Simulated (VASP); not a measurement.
# Si in VASP: single point with LDA

Aim: the single point of Si with LDA.

Everything below comes from runs of VASP 6.6.1. Logs are shortened: lines on timing, memory, paths and dates and some standing lists are left out, and cuts for length are marked.

## (1) The cell of the first run

The cell holds a slab with vacuum, 2 atoms: a = 3.767 Å, b = 3.767 Å, c = 28.000 Å, α = 90.00°, β = 90.00°, γ = 120.00°.

## (2) Single point, LDA

File INCAR:

```
ALGO = Normal ; DIPOL = 0.5 0.5 0.500
EDIFF = 1E-6 ; ENCUT = 400
GGA_COMPAT = F ; IDIPOL = 3
ISIF = 2 ; ISMEAR = 0
LASPH = T ; LCHARG = F
LDIPOL = T ; LREAL = F
LWAVE = F ; NBANDS = 11
NELM = 120 ; NELMDL = -8
PREC = Accurate ; SIGMA = 0.1
```

File KPOINTS:

```
k-points
0
Gamma
  6 6 1
```

File POSCAR:

```
Si
1.0
    3.7674649302      0.0000000000      0.0000000000
   -1.8837324651      3.2627203374      0.0000000000
    0.0000000000      0.0000000000     28.0000000000
Si
2
Direct
    0.3333333333      0.6666666667      0.5079285714
    0.6666666667      0.3333333333      0.4920714286
```

Potentials or basis: VASP PAW LDA potentials, release 64 (Si).

Launch:

```console
cat potpaw_LDA.64/Si/POTCAR > POTCAR
mpirun -np 1 vasp_std > vasp.out
```

OUTCAR:

```text
EDIFF = 1E-6
   ENCUT = 400
   ISIF = 2
   ISMEAR = 0
   LASPH = T
   LREAL = F
   NELM = 120
   NELMDL = -8
   PREC = Accurate

 ion  position               nearest neighbor table
   1  0.333  0.667  0.508-   2 2.22   2 2.22   2 2.22
   2  0.667  0.333  0.492-   1 2.22   1 2.22   1 2.22

  LATTYP: Found a hexagonal cell.
 ALAT       =     3.7674649302
 C/A-ratio  =     7.4320532556

  Lattice vectors:

 A1 = (   3.7674649302,   0.0000000000,   0.0000000000)
 A2 = (  -1.8837324651,   3.2627203374,   0.0000000000)
 A3 = (   0.0000000000,   0.0000000000,  28.0000000000)

Analysis of symmetry for initial positions (statically):
=====================================================================
 Subroutine PRICEL returns:
 Original cell was already a primitive cell.

 Routine SETGRP: Setting up the symmetry group for a
 hexagonal supercell.

 Subroutine GETGRP returns: Found 12 space group operations
 (whereof 12 operations were pure point group operations)
 out of a pool of 24 trial point group operations.

The static configuration has the point symmetry D_3d.

Analysis of symmetry for dynamics (positions and initial velocities):
=====================================================================
 Subroutine PRICEL returns:
 Original cell was already a primitive cell.

 Routine SETGRP: Setting up the symmetry group for a
 hexagonal supercell.

 Subroutine GETGRP returns: Found 12 space group operations
 (whereof 12 operations were pure point group operations)
 out of a pool of 24 trial point group operations.

The dynamic configuration has the point symmetry D_3d.

 Subroutine INISYM returns: Found 12 space group operations
 (whereof 12 operations are pure point group operations),
 and found     1 'primitive' translations

----------------------------------------------------------------------------------------

                                     Primitive cell

  volume of cell :     344.1812

  direct lattice vectors                    reciprocal lattice vectors
     3.767464930  0.000000000  0.000000000     0.265430473  0.153246355  0.000000000
    -1.883732465  3.262720337  0.000000000     0.000000000  0.306492711  0.000000000
     0.000000000  0.000000000 28.000000000     0.000000000  0.000000000  0.035714286

  length of vectors
     3.767464930  3.767464930 28.000000000     0.306492711  0.306492711  0.035714286
[... 76 lines left out ...]
   EMIN   =  10.00;   EMAX   =-10.00  energy-range for DOS
   EFERMI =   0.00;   METHOD = LEGACY
   ISMEAR =     0;   SIGMA  =   0.10  broadening in eV -4-tet -1-fermi 0-gaus
   EFERMI_NEDOS =   21; number of points for ismear=-14 and -15
   IALGO  =     38    algorithm
   IMIX   =      4    mixing-type and parameters
     AMIX     =   0.40;   BMIX     =  1.00
     AMIX_MAG =   1.60;   BMIX_MAG =  1.00
  volume/ion in A,a.u.               =     172.09      1161.32
  Fermi-wavevector in a.u.,A,eV,Ry     =   0.467207  0.882893  2.969909  0.218282
  Thomas-Fermi vector in A             =   1.457500
   LORBIT       =      0    0 simple, 1 ext, 2 COOP (PROOUT), +10 PAW based schemes
   GGA     = CA    functional components
   LHFCALC =     F    Hartree Fock is set to
   AEXX    =    0.0000 exact exchange contribution
   IVDW    =     0    specifies the selected vdW correction
   LEPSILON=     F    determine dielectric tensor
   LRPA    =     F    only Hartree local field effects (RPA)
 non-spin polarized calculation
 Gauss-broadening in eV      SIGMA  =   0.10
  energy-cutoff  :      400.00
  volume of cell :      344.18
 maximum number of plane-waves:      6312
 NGX is ok and might be reduce to    28
   NGX = 13   NGY = 13   NGZ = 91

 dipolmoment           0.000000      0.000000     -0.000000 electrons x Angstroem

 number of electron       8.0000000 magnetization

 dipolmoment           0.000000      0.000000      0.000000 electrons x Angstroem

 Free energy of the ion-electron system (eV)
  ---------------------------------------------------
  ext. energy  EPLUGINS =         0.00000000
  ---------------------------------------------------
  free energy    TOTEN  =       -10.36148034 eV

  energy without entropy =      -10.35521157  energy(sigma->0) =      -10.35834595

 E-fermi :  -3.4923     XC(G=0):  -1.6162

 val. band max:       -3.4923143335   @ k =   0.3333   0.3333   0.0000
 cond. band min:      -3.4923143305   @ k =   0.3333   0.3333   0.0000
 fundamental gap:      0.0000000030
 Fermi energy:        -3.4923143320

 k-point     1 :       0.0000    0.0000    0.0000
  band No.  band energies     occupation
      1     -14.8757      2.00000
      2      -6.8660      2.00000
      3      -4.6490      2.00000
      4      -4.6490      2.00000
      5      -1.0305      0.00000
      6      -0.9747      0.00000
      7      -0.4163      0.00000
      8      -0.4163      0.00000
      9       0.9561      0.00000
     10       1.2352      0.00000
     11       1.6645      0.00000
[... 71 lines left out ...]
 k-point     7 :       0.3333    0.3333    0.0000
  band No.  band energies     occupation
      1     -11.4026      2.00000
      2     -11.4026      2.00000
      3      -8.2023      2.00000
      4      -3.4923      1.00000
      5      -3.4923      1.00000
      6       0.3613      0.00000
      7       2.2031      0.00000
      8       2.8912      0.00000
      9       2.8912      0.00000
     10       3.9968      0.00000
     11       3.9968      0.00000

------------------------ aborting loop because EDIFF is reached ----------------------------------------

 vacuum level on the upper side and lower side of the slab       (xc-potential included)        -0.008        -0.008

  FORCE on cell =-STRESS in cart. coord.  units (eV):
  Direction    XX          YY          ZZ          XY          YZ          ZX
  --------------------------------------------------------------------------------------
  -------------------------------------------------------------------------------------
  Total        1.4409445      1.4409445      0.0510085      0.0000000      0.0000000      0.0000000
  in kB        6.7076551      6.7076551      0.2374465      0.0000000      0.0000000      0.0000000
  external PRESSURE =       4.5509189 kB  Pullay stress =       0.0000000 kB

 VOLUME and BASIS-vectors are now :
 -----------------------------------------------------------------------------
  energy-cutoff  :      400.00
  volume of cell :      344.18
      direct lattice vectors                 reciprocal lattice vectors
     3.767464930  0.000000000  0.000000000     0.265430473  0.153246355  0.000000000
    -1.883732465  3.262720337  0.000000000     0.000000000  0.306492711  0.000000000
     0.000000000  0.000000000 28.000000000     0.000000000  0.000000000  0.035714286

 POSITION                                       TOTAL-FORCE (eV/Angst)
 -----------------------------------------------------------------------------------
     -0.00000      2.17515     14.22200        -0.000000      0.000000      0.125328
      1.88373      1.08757     13.77800         0.000000      0.000000     -0.125328
 -----------------------------------------------------------------------------------
    total drift:                                0.000000     -0.000000      0.000000

  FREE ENERGIE OF THE ION-ELECTRON SYSTEM (eV)
  ---------------------------------------------------
  free  energy   TOTEN  =       -10.3614803398 eV

  energy  without entropy=      -10.3552115667  energy(sigma->0) =      -10.35834595

 vacuum level on the upper side and lower side of the slab         1.233         1.233
```

Run time: 34 s. Hardware: 1 thread of Intel Xeon Platinum 8259CL at 2.50GHz (Skylake/Cascade Lake), shared host; peak memory 0.27 GiB.

What came out:

- Free energy: -10.3615 eV
- Largest force: 0.125 eV/Å
- Band gap on the k mesh: zero (filled and empty bands touch)

Forces in eV/Å, atoms in the order of the input:
```
Si   0.000  0.000  0.125
Si   0.000  0.000 -0.125
```
